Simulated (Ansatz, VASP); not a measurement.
One calculation of MgBe2Te3, two programs

```
CELL_PARAMETERS angstrom
7.55445 0.00000 0.00000
-3.77722 6.54234 0.00000
0.00000 0.00000 3.41779
ATOMIC_POSITIONS crystal
Mg 0.00000 0.00000 0.59483
Be 0.66667 0.33333 0.88954
Be 0.33333 0.66667 0.88954
Te 0.50000 0.50000 0.60658
Te 0.50000 0.00000 0.60658
Te 0.00000 0.50000 0.60658
```

Change from the starting cell: species swapped into the ErCo3Ge2 type (P6mm, No. 183).

Alike in both runs: task relaxation of cell and atoms; functional PBE; k mesh 6 × 6 × 12; occupations gaussian, width 0.1 eV; no spin polarisation.

|  | VASP | Ansatz |
| --- | --- | --- |
| version | VASP 6.6.1 | Ansatz 0.2.0 |
| potentials or method | VASP PAW PBE potentials, release 64 (Mg, Be, Te), cutoff 600 eV | scalar-relativistic, plane waves, PAW |
| valence electrons in the cell | 24 | 62 |

VASP gave:

```
gap on the k mesh at the Fermi level, each at its own relaxed structure (eV) : none
relaxed volume (Å³/atom)                                                     : 28.42
relaxed cell length with the largest relative difference (Å)                 : 3.283
```

Problem. Estimate Ansatz's values.

Solution. gap on the k mesh at the Fermi level, each at its own relaxed structure (eV): none; relaxed volume (Å³/atom): 28.41; relaxed cell length with the largest relative difference (Å): 3.284.

A gap of «none» marks a metal or a gap that the smearing closes. VASP's potentials hold 24 valence electrons a cell and Ansatz's 62, so a difference there can come from the potentials and not from the codes.

Neither program's run includes spin-orbit coupling.
